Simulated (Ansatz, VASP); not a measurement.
# Ti2Si3 in VASP and in Ansatz

```
CELL_PARAMETERS angstrom
2.44542 1.41186 3.66434
-2.44542 1.41186 3.66434
0.00000 -2.82373 3.66434
ATOMIC_POSITIONS crystal
Ti 0.62495 0.62495 0.62495
Ti 0.37505 0.37505 0.37505
Si 0.50000 0.00000 0.00000
Si 0.00000 0.50000 0.00000
Si 0.00000 0.00000 0.50000
```

Alike in both runs: functional PBE; k mesh 12 × 12 × 12; occupations gaussian, width 0.1 eV; no spin polarisation.

Ansatz relaxed the structure, and its values are those at the end. VASP's run is a single point on that final structure, the one shown.

|  | VASP | Ansatz |
| --- | --- | --- |
| version | VASP 6.6.1 | Ansatz 0.2.0 |
| potentials or method | VASP PAW PBE potentials, release 64 (Ti_sv, Si), cutoff 520 eV | scalar-relativistic, plane waves, PAW |
| valence electrons in the cell | 36 | 36 |

VASP gave:

* gap on the k mesh at the Fermi level (eV): none
* pressure (GPa): -0.1

Task: What did Ansatz give for the same quantities?

Result: gap on the k mesh at the Fermi level (eV): none; pressure (GPa): 0.0.

A gap of «none» marks a metal or a gap that the smearing closes. With one functional, cell and mesh, what is left measures potentials, basis and numerics.
